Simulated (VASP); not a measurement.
A run of VASP 6.6.1:

File INCAR:

```
SYSTEM = Al9N
PREC = Accurate
ENCUT = 520
EDIFF = 1E-6
ISMEAR = 0
SIGMA = 0.1
LREAL = Auto
LASPH = .True.
NELM = 60
ALGO = Normal
ISIF = 2
LWAVE = .False.
LCHARG = .True.
LDIPOL = .True.
IDIPOL = 3
DIPOL = 0.5 0.5 0.300
GGA = PE
LELF = .True.
LVHAR = .True.
LVACPOTAV = .True.
NBANDS = 48
```

File KPOINTS:

```
regular mesh
0
Gamma
  5 3 1
  0 0 0
```

POSCAR

```
Al9N
1.0
    5.7070863110      0.0000000000      0.0000000000
   -1.4267715777      9.7014842372      0.0000000000
    0.0000000000      0.0000000000     22.7903703877
Al N
18 2
Direct
    0.2662216041      0.0648864163      0.1755127245
    0.7662216041      0.0648864163      0.1755127245
    0.3354806058      0.3419224231      0.2192029851
    0.8354806058      0.3419224231      0.2192029851
    0.1493324061      0.5973296244      0.2279410371
    0.6493324061      0.5973296244      0.2279410371
    0.4631842064      0.8527368258      0.2366790893
    0.9631842064      0.8527368258      0.2366790893
    0.0319772075      0.1277109158      0.2808262501
    0.5319772075      0.1277109158      0.2808262501
    0.0997917578      0.4042231245      0.3301071117
    0.5997917578      0.4042231245      0.3301071117
    0.4144000538      0.6596656467      0.3369822073
    0.9144000538      0.6596656467      0.3369822073
    0.2263076930      0.9110819227      0.3449259125
    0.7263076930      0.9110819227      0.3449259125
    0.2962427187      0.1814071959      0.3857054641
    0.7962427187      0.1814071959      0.3857054641
    0.3651301208      0.9110819227      0.4629310629
    0.5874852651      0.9110819227      0.4629310629
```

Potentials or basis: VASP PAW PBE potentials, release 64 (Al, N).

Command:

```bash
$ cat potpaw_PBE.64/Al/POTCAR potpaw_PBE.64/N/POTCAR > POTCAR
$ mpirun -np 1 vasp_std > vasp.out
```

Hardware: 1 thread of Intel Xeon 8259CL, with other jobs on the host.

Estimate the wall time of this run.

Wall time 27 min on 1 thread of Intel Xeon 8259CL, on a shared host, peak memory 1.2 GiB. Counts: scf iterations 26, k points 8.
